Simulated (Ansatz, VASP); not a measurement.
**Two plane-wave programs on Ag**

```
Ag
1.0
     0.00000    2.03840    2.03840
     2.03840    0.00000    2.03840
     2.03840    2.03840    0.00000
Ag
1
Direct
  0.00000 0.00000 0.00000
```

Change from the starting cell: volume scaled by 0.98, PAW files.

Alike in both runs: task electric field gradients; functional r2SCAN; k mesh 14 × 14 × 14; occupations fermi-dirac, width 0.05 eV; no spin polarisation.

|  | VASP | Ansatz |
| --- | --- | --- |
| version | VASP 6.6.1 | Ansatz 0.2.0 |
| potentials or method | VASP PAW PBE potentials, release 64 (Ag) | PAW with Ansatz's default frozen-core files, scalar-relativistic |
| plane-wave cutoff (eV) | 520 | 500 |
| valence electrons in the cell | 11 | 19 |

|  | VASP | Ansatz | Ansatz less VASP |
| --- | --- | --- | --- |
| pressure (GPa) | 2.4 | 2.2 | -0.16 |

VASP's potentials were made for PBE, not for r2SCAN. VASP's potentials hold 11 valence electrons a cell and Ansatz's 19, so a difference there can come from the potentials and not from the codes.
